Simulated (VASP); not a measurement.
Runs of VASP 6.6.1 on AgRh. The structure is that of space group P-6m2 (No. 187), or close to it. The cells are those of the table. 

```tsv
task	level	potentials or basis	cell	cutoff (eV)	gap on the mesh (eV)	pressure (GPa)	relaxed volume (Å³/atom)
single point	r2SCAN+D4	VASP PAW PBE potentials, release 64 (Ag, Rh_pv)	a = 2.731, b = 2.731, c = 4.713 Å, angles 90.0, 90.0, 120.0°, 2 atoms	520	none	0.6	-
relaxation of cell and atoms	LDA	VASP PAW LDA potentials, release 64 (Ag, Rh_pv)	relaxed from a = 2.778, b = 2.778, c = 4.809 Å, angles 90.0, 90.0, 120.0°, 2 atoms	600	none	0.0	14.63
single point	LDA	VASP PAW LDA potentials, release 64 (Ag, Rh_pv)	a = 2.696, b = 2.696, c = 4.639 Å, angles 90.0, 90.0, 120.0°, 2 atoms	520	none	(a)	-
relaxation of cell and atoms	r2SCAN+D4	VASP PAW PBE potentials, release 64 (Ag, Rh_pv)	relaxed from a = 2.778, b = 2.778, c = 4.809 Å, angles 90.0, 90.0, 120.0°, 2 atoms	600	none	0.1	15.26
single point	r2SCAN	VASP PAW PBE potentials, release 64 (Ag, Rh_pv)	a = 2.740, b = 2.740, c = 4.737 Å, angles 90.0, 90.0, 120.0°, 2 atoms	520	none	0.6	-
relaxation of cell and atoms	r2SCAN	VASP PAW PBE potentials, release 64 (Ag, Rh_pv)	relaxed from a = 2.778, b = 2.778, c = 4.809 Å, angles 90.0, 90.0, 120.0°, 2 atoms	600	none	0.1	15.44
```

Alike in all rows: no spin polarisation; k mesh 12 × 12 × 6; smearing methfessel-paxton 0.15 eV.

Question: Fill in the values left out.

Answer: (a) 0.4.

Caveats: the PAW data sets were made with another functional, which shifts forces and pressure a little (at least some runs).

A k mesh can miss the band edges, and the runs leave out spin-orbit coupling on Ag, Rh.

A gap of «none» marks levels without a gap at the run's occupations.
